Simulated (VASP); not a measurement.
Wanted: the native input for a VASP 6.6.1 run.

| Property | Result |
| --- | --- |
| Task | electric field gradients |
| Functional | LDA |
| Potentials or basis | VASP PAW LDA potentials, release 64 (Zr_sv, B) |
| Cutoff | 520 eV |
| k mesh | 12 × 12 × 9 |
| Occupations | fermi-dirac, width 0.05 eV |
| Spin | no spin polarisation |
| Dipole correction | no |
| Further INCAR settings | ALGO = Normal; EDIFF = 1e-08; NBANDS = 16 |

The structure of ZrB2 lies in POSCAR:

```
ZrB2
1.0
    3.1003898632      0.0000000000      0.0000000000
   -1.5501949316      2.6850163832      0.0000000000
    0.0000000000      0.0000000000      3.4481431027
Zr B
1 2
Direct
    0.0000000000      0.0000000000      0.0000000000
    0.3333333333      0.6666666667      0.5000000000
    0.6666666667      0.3333333333      0.5000000000
```

This cell differs from its parent crystal: volume scaled by 0.94.

These files were run (other wordings do the same):

INCAR

```
SYSTEM = ZrB2
PREC = Accurate ; ENCUT = 520
EDIFF = 1E-8 ; ISMEAR = -1
SIGMA = 0.05 ; LREAL = .False.
LASPH = .True. ; NELM = 100
ALGO = Normal ; ISIF = 2
LWAVE = .False. ; LCHARG = .False.
GGA = CA ; LEFG = .True.
NBANDS = 16
```

KPOINTS

```
Automatic mesh
0
Gamma
  12 12 9
  0 0 0
```

Potentials or basis: VASP PAW LDA potentials, release 64 (Zr_sv, B).

Launch:

```bash
$ cat potpaw_LDA.64/Zr_sv/POTCAR potpaw_LDA.64/B/POTCAR > POTCAR
$ mpirun -np 1 vasp_std > vasp.out
```

Results of the run:

```json
{"Pressure": "9.6 GPa", "Band gap on the k mesh": "zero (band 9 reaches 12.04 eV, above the bottom of band 10 at 10.69 eV)"}
```

Caveat: without QUAD_EFG the Cq values of the log hold for a quadrupole moment of 1 mb, not for the nuclei.

Run time: 23 s on 1 thread of Intel(R) Xeon(R) 6975P-C (Granite Rapids), with other jobs on the host, peak memory 0.16 GiB.
